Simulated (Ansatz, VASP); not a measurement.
GaAs: VASP beside Ansatz

```
Ga As
1.0
     0.00000    2.80157    2.80157
     2.80157    0.00000    2.80157
     2.80157    2.80157    0.00000
Ga As
1 1
Direct
  0.00000 0.00000 0.00000
  0.75000 0.75000 0.75000
```

Alike in both runs: functional LDA; k mesh 12 × 12 × 12; no spin polarisation.

Ansatz relaxed the structure, and its values are those at the end. VASP's run is a single point on that final structure, the one shown.

|  | VASP | Ansatz |
| --- | --- | --- |
| version | VASP 6.6.1 | Ansatz 0.2.0 |
| potentials or method | VASP PAW LDA potentials, release 64 (Ga_d, As_d), cutoff 510 eV | scalar-relativistic, plane waves, PAW |
| occupations | gaussian, width 0.01 eV | fixed |
| valence electrons in the cell | 28 | 28 |

VASP gave:

| Item | Value |
| --- | --- |
| gap on the k mesh at the Fermi level (eV) | 0.53 |
| least direct gap on the mesh (eV) | 0.53 |
| pressure (GPa) | 0.2 |

Problem. What did Ansatz give for the same quantities?

Solution. gap on the k mesh at the Fermi level (eV): 0.49; least direct gap on the mesh (eV): 0.49; pressure (GPa): 0.0.

LDA's correlation is that of Perdew and Zunger in VASP and of Perdew and Wang (1992) in Ansatz.
